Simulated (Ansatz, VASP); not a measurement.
**One calculation of W, two programs**

The input INCAR:

```
PREC = Accurate
ENCUT = 520
EDIFF = 1E-7
ISMEAR = 0
SIGMA = 0.15
LREAL = F
LASPH = T
NELM = 80
ALGO = Fast
ISIF = 2
LWAVE = F
LCHARG = F
GGA = CA
NBANDS = 13
```

Contents of KPOINTS:

```
Automatic mesh
0
Gamma
  22 22 22
```

Contents of POSCAR:

```
W
1.0
    0.0000000000      2.1292906648      1.6459416839
    2.1292906648      0.0000000000      1.6459416839
    2.1292906648      2.1292906648      0.0000000000
W
1
Direct
    0.0000000000      0.0000000000      0.0000000000
```

Input for Ansatz:

```yaml
crystal:
  lattice:
    - [0.0, 2.1292906648, 1.6459416839]
    - [2.1292906648, 0.0, 1.6459416839]
    - [2.1292906648, 2.1292906648, 0.0]
  atoms:
    - { symbol: W, position: [0.0, 0.0, 0.0] }
basis:
  ecutwfc: 420
kpoints:
  mp_grid: { grid: [22, 22, 22] }
hamiltonian:
  xc: lda
  pseudopotentials: { kind: paw, azcp: { folder: soft_1 } }
scf:
  occupations: { method: gaussian, width: 0.15 }
output:
  forces: true
  stress: true
  eigenvalues: true
```

Alike in both runs: task single point; functional LDA; k mesh 22 × 22 × 22; occupations gaussian, width 0.15 eV; no spin polarisation.

```csv
,VASP,Ansatz
version,VASP 6.6.1,Ansatz 0.2.0
potentials or method,"VASP PAW LDA potentials, release 64 (W_sv), cutoff 520 eV","scalar-relativistic, plane waves, PAW"
valence electrons in the cell,14,14
```

```tsv
	VASP	Ansatz	Ansatz less VASP
gap on the k mesh at the Fermi level (eV)	none	none	-
pressure (GPa)	15.0	12.9	-2.12
traceless stress, the component that is largest in VASP (GPa)	-18.96	-18.92	+0.039
```

Ansatz warns that its potentials were made for another functional, while VASP's fit it. LDA's correlation is that of Perdew and Zunger in VASP and of Perdew and Wang (1992) in Ansatz. A gap of «none» marks a metal or a gap that the smearing closes.

Neither program's run includes spin-orbit coupling.
